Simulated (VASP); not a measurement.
# C (R-3m) in VASP: further runs

C is run at these levels: PBEsol; tasks: single point.

All numbers are computed with VASP 6.6.1; they aren't measurements. Logs are shortened: lines on timing, memory, paths and dates and some standing lists are left out, and cuts for length are marked.

**1. The cell of the first run**

The structure is trigonal, space group R-3m (No. 166). Conventional cell: a = 2.333 Å, b = 2.333 Å, c = 9.539 Å, α = 90.00°, β = 90.00°, γ = 120.00°. C (site symmetry 3m) has 3 C at 1.35 Å within 1.8 Å.

**2. Single point, PBEsol (strain -0.050 along x and y, -0.050 along z)**

INCAR reads:

```
  ALGO = Normal
  EDIFF = 1E-6
  ENCUT = 520
  GGA = PS
  ISIF = 2
  ISMEAR = 0
  LASPH = True
  LCHARG = False
  LREAL = False
  LWAVE = False
  NBANDS = 11
  NELM = 60
  PREC = Accurate
  SIGMA = 0.05
```

KPOINTS reads:

```
k-points
0
Gamma
  15 15 15
```

POSCAR reads:

```
C
1.0
    1.1666250292      0.6735512746      3.1796602974
   -1.1666250292      0.6735512746      3.1796602974
    0.0000000000     -1.3471025493      3.1796602974
C
2
Direct
    0.1640000000      0.1640000000      0.1640000000
    0.8360000000      0.8360000000      0.8360000000
```

Potentials or basis: VASP PAW PBE potentials, release 64 (C).

Launch:

```
$ cat potpaw_PBE.64/C/POTCAR > POTCAR
$ mpirun -np 1 vasp_std > vasp.out
```

OUTCAR:

```text
EDIFF = 1E-6
   ENCUT = 520
   GGA = PS
   ISIF = 2
   ISMEAR = 0
   LASPH = True
   LREAL = False
   NELM = 60
   PREC = Accurate

 ion  position               nearest neighbor table
   1  0.164  0.164  0.164-   2 1.35   2 1.35   2 1.35
   2  0.836  0.836  0.836-   1 1.35   1 1.35   1 1.35

  LATTYP: Found a trigonal (rhomboedric) cell.
 ALAT       =     3.4532484540
 COS(alpha) =     0.7717362630

  Lattice vectors:

 A1 = (   1.1666250292,   0.6735512746,   3.1796602974)
 A2 = (  -1.1666250292,   0.6735512746,   3.1796602974)
 A3 = (   0.0000000000,  -1.3471025493,   3.1796602974)

Analysis of symmetry for initial positions (statically):
=====================================================================
 Subroutine PRICEL returns:
 Original cell was already a primitive cell.

 Routine SETGRP: Setting up the symmetry group for a
 trigonal (rhombohedral) supercell.

 Subroutine GETGRP returns: Found 12 space group operations
 (whereof 12 operations were pure point group operations)
 out of a pool of 12 trial point group operations.

The static configuration has the point symmetry D_3d.

Analysis of symmetry for dynamics (positions and initial velocities):
=====================================================================
 Subroutine PRICEL returns:
 Original cell was already a primitive cell.

 Routine SETGRP: Setting up the symmetry group for a
 trigonal (rhombohedral) supercell.

 Subroutine GETGRP returns: Found 12 space group operations
 (whereof 12 operations were pure point group operations)
 out of a pool of 12 trial point group operations.

The dynamic configuration has the point symmetry D_3d.

 Subroutine INISYM returns: Found 12 space group operations
 (whereof 12 operations are pure point group operations),
 and found     1 'primitive' translations

----------------------------------------------------------------------------------------

                                     Primitive cell

  volume of cell :      14.9911

  direct lattice vectors                    reciprocal lattice vectors
     1.166625029  0.673551275  3.179660297     0.428586725  0.247444661  0.104833002
    -1.166625029  0.673551275  3.179660297    -0.428586725  0.247444661  0.104833002
     0.000000000 -1.347102549  3.179660297     0.000000000 -0.494889322  0.104833002

  length of vectors
     3.453248454  3.453248454  3.453248454     0.505870931  0.505870931  0.505870931

  position of ions in fractional coordinates (direct lattice)
     0.164000000  0.164000000  0.164000000
     0.836000000  0.836000000  0.836000000

  ion indices of the primitive-cell ions
   primitive index   ion index
                 1           1
                 2           2

----------------------------------------------------------------------------------------

 KPOINTS: k-points

Automatic generation of k-mesh.
 Grid dimensions read from file:
 generate k-points for:   15   15   15

 Generating k-lattice:

  Cartesian coordinates                     Fractional coordinates (reciprocal lattice)
     0.028572448  0.016496311  0.006988867     0.066666667 -0.000000000 -0.000000000
    -0.028572448  0.016496311  0.006988867    -0.000000000  0.066666667 -0.000000000
     0.000000000 -0.032992621  0.006988867     0.000000000  0.000000000  0.066666667

  Length of vectors
     0.033724729  0.033724729  0.033724729

  Shift w.r.t. Gamma in fractional coordinates (k-lattice)
     0.000000000  0.000000000  0.000000000

 Subroutine IBZKPT returns following result:
 ===========================================

 Found    344 irreducible k-points:

 Following reciprocal coordinates:
            Coordinates               Weight
  0.000000  0.000000  0.000000      1.000000
  0.066667  0.000000 -0.000000      6.000000
  0.133333  0.000000  0.000000      6.000000
  0.200000 -0.000000 -0.000000      6.000000
  0.266667  0.000000  0.000000      6.000000
  0.333333 -0.000000  0.000000      6.000000
[... 16 lines left out ...]
  0.133333  0.133333  0.000000      6.000000
  0.200000  0.133333  0.000000     12.000000
 [... further k-points ...]
   k-points           NKPTS =    344   k-points in BZ     NKDIM =    344   number of bands    NBANDS=     11
   number of dos      NEDOS =    301   number of ions     NIONS =      2
   total plane-waves  NPLWV =  21952
   dimension x,y,z NGX =    28 NGY =   28 NGZ =   28
   dimension x,y,z NGXF=    56 NGYF=   56 NGZF=   56
   ions per type =               2
   NGX,Y,Z   is equivalent  to a cutoff of  13.48, 13.48, 13.48 a.u.
   NGXF,Y,Z  is equivalent  to a cutoff of  26.96, 26.96, 26.96 a.u.
 SYSTEM =  unknown system
   PREC   = accura    normal or accurate (medium, high low for compatibility)
   ISTART =      0    job   : 0-new  1-cont  2-samecut
   ICHARG =      2    charge: 1-file 2-atom 10-const
   ISPIN  =      1    spin polarized calculation?
   LNONCOLLINEAR =      F non collinear calculations
   LSORBIT =      F    spin-orbit coupling
   LASPH  =      T    aspherical Exc in radial PAW
   ENCUT  =  520.0 eV  38.22 Ry    6.18 a.u.   6.42  6.42  6.42*2*pi/ulx,y,z
   NELM   =     60;   NELMIN=  2; NELMDL= -5     # of ELM steps
   EDIFF  = 0.1E-05   stopping-criterion for ELM
   LREAL  =      F    real-space projection
   EDIFFG = 0.1E-04   stopping-criterion for IOM
   NSW    =      0    number of steps for IOM
   IBRION =     -1    ionic relax: 0-MD 1-quasi-New 2-CG
   NFREE  =      0    steps in history (QN), initial steepest desc. (CG)
   ISIF   =      2    stress and relaxation
   ISYM   =      2    0-nonsym 1-usesym 2-fastsym
   POTIM  = 0.5000    time-step for ionic-motion
   TEBEG  =    0.0;   TEEND  =   0.0 temperature during run
   PSTRESS=    0.0 pullay stress
   NELECT =       8.0000    total number of electrons
   NUPDOWN=      -1.0000    fix difference up-down
   EMIN   =  10.00;   EMAX   =-10.00  energy-range for DOS
   EFERMI =   0.00;   METHOD = LEGACY
   ISMEAR =     0;   SIGMA  =   0.05  broadening in eV -4-tet -1-fermi 0-gaus
   EFERMI_NEDOS =   21; number of points for ismear=-14 and -15
   IALGO  =     38    algorithm
   IMIX   =      4    mixing-type and parameters
     AMIX     =   0.40;   BMIX     =  1.00
     AMIX_MAG =   1.60;   BMIX_MAG =  1.00
  volume/ion in A,a.u.               =       7.50        50.58
  Fermi-wavevector in a.u.,A,eV,Ry     =   1.327884  2.509337 23.990830  1.763276
  Thomas-Fermi vector in A             =   2.457163
   LORBIT       =      0    0 simple, 1 ext, 2 COOP (PROOUT), +10 PAW based schemes
   GGA     = PS    functional components
   LHFCALC =     F    Hartree Fock is set to
   AEXX    =    0.0000 exact exchange contribution
   IVDW    =     0    specifies the selected vdW correction
   LEPSILON=     F    determine dielectric tensor
   LRPA    =     F    only Hartree local field effects (RPA)
 non-spin polarized calculation
 Gauss-broadening in eV      SIGMA  =   0.05
  energy-cutoff  :      520.00
  volume of cell :       14.99
 maximum number of plane-waves:       423
 NGX is ok and might be reduce to    28
   NGX = 13   NGY = 13   NGZ = 13

 number of electron       8.0000000 magnetization

 Free energy of the ion-electron system (eV)
  ---------------------------------------------------
  ext. energy  EPLUGINS =         0.00000000
  ---------------------------------------------------
  free energy    TOTEN  =       -18.83129235 eV

  energy without entropy =      -18.83129235  energy(sigma->0) =      -18.83129235

 E-fermi :   5.8549     XC(G=0): -11.2727

 val. band max:        5.6517316750   @ k =  -0.3333   0.3333   0.0000
 cond. band min:       6.6058075218   @ k =  -0.3333   0.3333   0.0000
 fundamental gap:      0.9540758468
 Fermi energy:         5.8548700766

 k-point     1 :       0.0000    0.0000    0.0000
  band No.  band energies     occupation
      1     -14.8858      2.00000
      2      -1.3218      2.00000
      3       3.3253      2.00000
      4       3.3253      2.00000
      5       9.9084      0.00000
      6      15.6421      0.00000
      7      15.6421      0.00000
      8      19.6517      0.00000
      9      22.9207      0.00000
     10      30.8885      0.00000
     11      34.4673      0.00000

 k-point     2 :       0.0667    0.0000   -0.0000
  band No.  band energies     occupation
      1     -14.7668      2.00000
      2      -1.1999      2.00000
      3       2.8700      2.00000
      4       3.0603      2.00000
      5      10.0734      0.00000
      6      15.7273      0.00000
      7      16.1717      0.00000
      8      19.1829      0.00000
      9      23.0623      0.00000
     10      31.2999      0.00000
     11      33.2459      0.00000

 k-point     3 :       0.1333    0.0000    0.0000
  band No.  band energies     occupation
      1     -14.4108      2.00000
      2      -0.8358      2.00000
      3       1.6518      2.00000
      4       2.3947      2.00000
      5      10.5679      0.00000
      6      15.8647      0.00000
      7      17.6235      0.00000
      8      17.9219      0.00000
      9      23.4868      0.00000
     10      30.8102      0.00000
     11      32.3928      0.00000

 k-point     4 :       0.2000   -0.0000   -0.0000
  band No.  band energies     occupation
      1     -13.8206      2.00000
      2      -0.2795      2.00000
      3       0.0124      2.00000
      4       1.5712      2.00000
      5      11.3686      0.00000
      6      15.7828      0.00000
      7      16.2895      0.00000
      8      19.7247      0.00000
      9      24.0579      0.00000
     10      28.7112      0.00000
     11      31.0408      0.00000

 k-point     5 :       0.2667    0.0000    0.0000
  band No.  band energies     occupation
      1     -13.0011      2.00000
      2      -1.9527      2.00000
      3       0.6166      2.00000
      4       0.7767      2.00000
      5      12.2729      0.00000
      6      14.2899      0.00000
      7      15.9175      0.00000
      8      22.2230      0.00000
      9      24.2057      0.00000
     10      27.4889      0.00000
     11      29.7023      0.00000
[... 211 lines left out ...]
 k-point    21 :      -0.1333    0.0667   -0.0000
  band No.  band energies     occupation
      1     -14.0672      2.00000
      2      -0.3909      2.00000
      3       0.7662      2.00000
      4       1.6787      2.00000
      5      10.8914      0.00000
      6      16.1210      0.00000
      7      16.8746      0.00000
      8      18.5496      0.00000
      9      23.9952      0.00000
     10      28.5717      0.00000
     11      32.8632      0.00000

 k-point    22 :      -0.0667    0.0667    0.0000
  band No.  band energies     occupation
      1     -14.5350      2.00000
      2      -0.9111      2.00000
      3       2.1031      2.00000
      4       2.5276      2.00000
      5      10.3172      0.00000
      6      15.9396      0.00000
      7      17.0413      0.00000
      8      18.3089      0.00000
      9      23.3761      0.00000
     10      31.0056      0.00000
     11      32.0560      0.00000

 k-point    23 :       0.1333    0.1333    0.0000
  band No.  band energies     occupation
      1     -14.3887      2.00000
      2      -1.0097      2.00000
      3       1.6724      2.00000
      4       2.3773      2.00000
      5      10.9060      0.00000
      6      15.8293      0.00000
      7      17.6269      0.00000
      8      17.8622      0.00000
      9      23.5320      0.00000
     10      30.3986      0.00000
     11      32.3933      0.00000

 k-point    24 :       0.2000    0.1333    0.0000
  band No.  band energies     occupation
      1     -14.0243      2.00000
      2      -0.7244      2.00000
      3       0.7794      2.00000
      4       1.6602      2.00000
      5      11.5509      0.00000
      6      16.0977      0.00000
      7      16.8129      0.00000
      8      18.5524      0.00000
      9      24.0587      0.00000
     10      28.5258      0.00000
     11      33.1650      0.00000

 [... further k-points ...]
[... 5 lines left out ...]
  --------------------------------------------------------------------------------------
  -------------------------------------------------------------------------------------
  Total        8.2283472      8.2283472      0.2548230      0.0000000     -0.0000000     -0.0000000
  in kB      879.4056731    879.4056730     27.2342421      0.0000000     -0.0000000     -0.0000000
  external PRESSURE =     595.3485294 kB  Pullay stress =       0.0000000 kB

 VOLUME and BASIS-vectors are now :
 -----------------------------------------------------------------------------
  energy-cutoff  :      520.00
  volume of cell :       14.99
      direct lattice vectors                 reciprocal lattice vectors
     1.166625029  0.673551275  3.179660297     0.428586725  0.247444661  0.104833002
    -1.166625029  0.673551275  3.179660297    -0.428586725  0.247444661  0.104833002
     0.000000000 -1.347102549  3.179660297     0.000000000 -0.494889322  0.104833002

 POSITION                                       TOTAL-FORCE (eV/Angst)
 -----------------------------------------------------------------------------------
      0.00000     -0.00000      1.56439         0.000000     -0.000000      0.738211
      0.00000     -0.00000      7.97459         0.000000      0.000000     -0.738211
 -----------------------------------------------------------------------------------
    total drift:                                0.000000     -0.000000      0.000000

  FREE ENERGIE OF THE ION-ELECTRON SYSTEM (eV)
  ---------------------------------------------------
  free  energy   TOTEN  =       -18.8312923514 eV

  energy  without entropy=      -18.8312923514  energy(sigma->0) =      -18.83129235
```

It took 2.3 min on 1 thread of Intel Xeon 8259CL, shared host; peak memory 0.18 GiB.

Results:

- Free energy: -18.8313 eV
- Pressure: 59.5 GPa
- Largest force: 0.738 eV/Å

Forces on the atoms (eV/Å):
```
C    0.000  0.000  0.738
C    0.000  0.000 -0.738
```

Caveat: the cell differs from its parent crystal (strain -0.050 along x and y, -0.050 along z); the cell stands under pressure; this functional lacks dispersion, which binds the layers, so the pressure and a relaxed spacing across them are unreliable; the PAW data sets were made with another functional, which shifts forces and pressure a little.

**3. Single point, PBEsol (strain -0.050 along x and y, -0.025 along z)**

INCAR reads:

```
SYSTEM = C
PREC = Accurate ; ENCUT = 520
EDIFF = 1E-6 ; ISMEAR = 0
SIGMA = 0.05 ; LREAL = .False.
LASPH = .True. ; NELM = 60
ALGO = Normal ; ISIF = 2
LWAVE = .False. ; LCHARG = .False.
GGA = PS ; NBANDS = 11
```

KPOINTS reads:

```
Automatic mesh
0
Gamma
  15 15 15
  0 0 0
```

POSCAR reads:

```
C
1.0
    1.1666250292      0.6735512746      3.2633355684
   -1.1666250292      0.6735512746      3.2633355684
    0.0000000000     -1.3471025493      3.2633355684
C
2
Direct
    0.1640000000      0.1640000000      0.1640000000
    0.8360000000      0.8360000000      0.8360000000
```

Potentials or basis: VASP PAW PBE potentials, release 64 (C).

Launch:

```
$ cat potpaw_PBE.64/C/POTCAR > POTCAR
$ mpirun -np 1 vasp_std > vasp.out
```

Wall time 2.4 min (1 thread of Intel Xeon 8259CL, shared host); peak memory 0.18 GiB.

Results (log left out):

- Free energy: -18.8367 eV
- Pressure: 57.7 GPa
- Largest force: 0.769 eV/Å

Forces in eV/Å, atoms in the order of the input:
```
C    0.000  0.000  0.769
C    0.000  0.000 -0.769
```

Stress tensor (GPa, compression positive):
```
85.79  0.00  0.00
 0.00 85.79  0.00
 0.00  0.00  1.42
```

Caveat: the cell differs from its parent crystal (strain -0.050 along x and y, -0.025 along z); the cell stands under pressure; this functional lacks dispersion, which binds the layers, so the pressure and a relaxed spacing across them are unreliable; the PAW data sets were made with another functional, which shifts forces and pressure a little.

**4. Single point, PBEsol (strain -0.050 along x and y, +0.000 along z)**

INCAR reads:

```
ALGO = Normal ; EDIFF = 1E-6
ENCUT = 520 ; GGA = PS
ISIF = 2 ; ISMEAR = 0
LASPH = True ; LCHARG = False
LREAL = False ; LWAVE = False
NBANDS = 11 ; NELM = 100
PREC = Accurate ; SIGMA = 0.05
```

KPOINTS reads:

```
k-points
0
Gamma
  15 15 15
```

POSCAR reads:

```
C
1.0
    1.1666250292      0.6735512746      3.3470108394
   -1.1666250292      0.6735512746      3.3470108394
    0.0000000000     -1.3471025493      3.3470108394
C
2
Direct
    0.1640000000      0.1640000000      0.1640000000
    0.8360000000      0.8360000000      0.8360000000
```

Launch:

```
$ cat potpaw_PBE.64/C/POTCAR > POTCAR
$ mpirun -np 1 vasp_std > vasp.out
```

It took 2.2 min on 1 thread of Intel Xeon 8259CL, shared host; peak memory 0.18 GiB.

Results (log left out):

| Property | Result |
| --- | --- |
| Free energy | -18.8394 eV |
| Pressure | 56.0 GPa |
| Largest force | 0.797 eV/Å |

Forces in eV/Å, atoms in the order of the input:
```
C    0.000  0.000  0.797
C    0.000  0.000 -0.797
```

Stress tensor (GPa, compression positive):
```
83.73  0.00  0.00
 0.00 83.73  0.00
 0.00  0.00  0.50
```

Caveat: the cell differs from its parent crystal (strain -0.050 along x and y, +0.000 along z); the cell stands under pressure; this functional lacks dispersion, which binds the layers, so the pressure and a relaxed spacing across them are unreliable; the PAW data sets were made with another functional, which shifts forces and pressure a little.

**5. Summary**

```csv
cell,pressure (GPa),largest force (eV/Å)
"a = 3.453 Å, angles 39.5°, 2 atoms",59.5,0.74
"a = 3.530 Å, angles 38.6°, 2 atoms",57.7,0.77
"a = 3.608 Å, angles 37.7°, 2 atoms",56.0,0.80
```

Alike in all rows: task single point; level PBEsol; potentials or basis VASP PAW PBE potentials, release 64 (C); no spin polarisation; k mesh 15 × 15 × 15; cutoff (eV) 520; smearing gaussian 0.05 eV.

Caveats: the cell stands under pressure; this functional lacks dispersion, which binds the layers, so the pressure and a relaxed spacing across them are unreliable; the PAW data sets were made with another functional, which shifts forces and pressure a little.

Total energies depend on the potentials used, so only differences within one code and one set of settings carry meaning.
